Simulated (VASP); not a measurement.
Runs of VASP 6.6.1 on LiBe. The typed cell holds 2 atoms: a = 2.811 Å, b = 2.811 Å, c = 2.811 Å, α = 90.00°, β = 90.00°, γ = 90.00°. 

| k mesh | gap on the mesh (eV) | pressure (GPa) | largest force (eV/Å) |
| --- | --- | --- | --- |
| 13 × 13 × 13 | none | -2.5 | 0.66 |
| 8 × 8 × 8 | none | -2.2 | 0.66 |
| 11 × 11 × 11 | none | -2.2 | 0.66 |
| 15 × 15 × 15 | none | (a) | 0.66 |

Alike in all rows: task single point; level LDA; potentials or basis VASP PAW LDA potentials, release 64 (Be, Li_sv); no spin polarisation; cell as given; cutoff (eV) 750; smearing gaussian 0.1 eV.

**Question.** Fill in the values left out.

**Answer.** (a) -2.3.

A gap of «none» marks levels without a gap at the run's occupations.
